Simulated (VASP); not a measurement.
Wanted: the native input for a VASP 6.6.1 run.

- Task: relaxation of cell and atoms
- Functional: PBEsol
- Potentials or basis: VASP PAW PBE potentials, release 64 (Ge_d, Sn_d)
- Cutoff: 600 eV
- k mesh: 6 × 6 × 6
- Occupations: gaussian, width 0.01 eV
- Spin: no spin polarisation
- Dipole correction: no
- Further INCAR settings: LREAL = Auto; ALGO = Normal; EDIFF = 1e-06; IBRION = 2; EDIFFG = -0.005; NSW = 100; ISIF = 3

The structure of SnGe7 lies in POSCAR:

```
SnGe7
1.0
   -0.0033061179      5.7897972115      5.8015733121
    5.7897972115     -0.0033061179      5.8015733121
    5.7864910936      5.7864910936      0.0000000000
Ge Sn
14 2
Direct
    0.0007941108      0.0007941108     -0.0007941108
    0.0007941108      0.0007941108      0.4992058892
    0.0131589722      0.4954577965     -0.0043083844
    0.0131589722      0.4954577965      0.4956916156
    0.4954577965      0.0131589722     -0.0043083844
    0.4954577965      0.0131589722      0.4956916156
    0.4901685412      0.4901685412      0.0098314588
    0.4901685412      0.4901685412      0.5098314588
    0.1258020717      0.1258020717      0.1241979283
    0.1258020717      0.1258020717      0.6241979283
    0.1249552984      0.6248472775      0.1250987120
    0.1249552984      0.6248472775      0.6250987120
    0.6248472775      0.1249552984      0.1250987120
    0.6248472775      0.1249552984      0.6250987120
    0.6248159318      0.6248159318      0.1251840682
    0.6248159318      0.6248159318      0.6251840682
```

One way to write it, as run:

INCAR

```
ALGO = Normal
EDIFF = 1E-6
EDIFFG = -0.005
ENCUT = 600
GGA = PS
IBRION = 2
ISIF = 3
ISMEAR = 0
LASPH = True
LCHARG = False
LREAL = Auto
LUSENCCL = False
LWAVE = False
NELM = 80
NSW = 100
PREC = Accurate
SIGMA = 0.01
```

KPOINTS

```
k-points
0
Gamma
  6 6 6
```

Potentials or basis: VASP PAW PBE potentials, release 64 (Ge_d, Sn_d).

The run is started by

```sh
$ cat potpaw_PBE.64/Ge_d/POTCAR potpaw_PBE.64/Sn_d/POTCAR > POTCAR
$ mpirun -np 1 vasp_std > vasp.out
```

Results of the run:

```yaml
Relaxed_volume: 24.29 Å³/atom
Relaxed_cell: a = 8.194 Å, b = 8.194 Å, c = 8.180 Å, α = 60.05°, β = 60.05°, γ = 59.96°
Space_group_after_relaxing_to_0.1_Å: Amm2 (No. 38)
Energy_gained_by_relaxing: 0.0 meV/atom
Ionic_steps: 11
Pressure_after_relaxing: 0.0 GPa
```

Caveat: the PAW data sets were made with another functional, which shifts forces and pressure a little.

Wall time 46 min on 1 × NVIDIA H100 80GB with 1 thread of Intel(R) Xeon(R) Platinum 8481C CPU @ 2.70GHz (Sapphire Rapids) (shared host), peak memory 2.7 GiB.
